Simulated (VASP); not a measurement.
Input of a VASP 6.6.1 run:

INCAR

```
SYSTEM = SnSe
ALGO = Normal
EDIFF = 1E-6
ENCUT = 520
GGA = PS
GGA_COMPAT = .FALSE.
ISIF = 2
ISMEAR = 0
LASPH = .TRUE.
LCHARG = .TRUE.
LNONCOLLINEAR = .TRUE.
LORBIT = 11
LORBMOM = .TRUE.
LREAL = .FALSE.
LSORBIT = .TRUE.
LVHAR = .TRUE.
LWAVE = .FALSE.
MAGMOM = 0 0 0 0 0 0
NBANDS = 32
NELM = 150
PREC = Accurate
SIGMA = 0.01
```

Contents of KPOINTS:

```
k-points
0
G
  3 3 3
  0 0 0
```

File POSCAR:

```
SnSe
1.0
    0.0000000000      3.0100000000      3.0100000000
    3.0100000000      0.0000000000      3.0100000000
    3.0100000000      3.0100000000      0.0000000000
Sn Se
1 1
Direct
    0.0000000000      0.0000000000      0.0000000000
    0.5000000000      0.5000000000      0.5000000000
```

Potentials or basis: VASP PAW PBE potentials, release 64 (Sn_d, Se).

Command:

```console
$ cat potpaw_PBE.64/Sn_d/POTCAR potpaw_PBE.64/Se/POTCAR > POTCAR
$ mpirun -np 1 vasp_ncl > vasp.out
```

Question: What does it give for the pressure?

Answer: -3.6 GPa.

Question: Estimate the net moment.

Answer: 0.00 μB per cell.

Moments on the atoms (μB; x, y, z):
```
Sn  0.00 0.00 0.00
Se  0.00 0.00 0.00
```

Caveat: the k points lie up to 0.60 Å⁻¹ apart; the PAW data sets were made with another functional, which shifts forces and pressure a little.
